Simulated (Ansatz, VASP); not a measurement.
**Ta2W: VASP beside Ansatz**

```
W Ta
1.0
     2.81819    0.00000    0.00000
    -0.93940    2.65701    0.00000
     0.00000    0.00000   20.60210
W Ta
1 2
Cartesian
  0.0000 0.0000 8.0722
  0.9394 1.3285 10.3010
  0.0000 0.0000 12.5299
```

Alike in both runs: task single point; functional LDA; k mesh 15 × 15 × 1; occupations fermi-dirac, width 0.1 eV; no spin polarisation.

|  | VASP | Ansatz |
| --- | --- | --- |
| version | VASP 6.6.1 | Ansatz 0.2.0 |
| potentials or method | VASP PAW LDA potentials, release 64 (W_sv, Ta_pv) | PAW with Ansatz's default frozen-core files, scalar-relativistic |
| plane-wave cutoff (eV) | 520 | 420 |
| valence electrons in the cell | 36 | 40 |

|  | VASP | Ansatz | Ansatz less VASP |
| --- | --- | --- | --- |
| rms of the force components (eV/Å) | 0.378 | 0.390 | +0.0119 |

LDA's correlation is that of Perdew and Zunger in VASP and of Perdew and Wang (1992) in Ansatz. Atom by atom the forces differ by 0.026 eV/Å (rms over components). VASP's potentials hold 36 valence electrons a cell and Ansatz's 40, so a difference there can come from the potentials and not from the codes.

Neither program's run includes spin-orbit coupling.
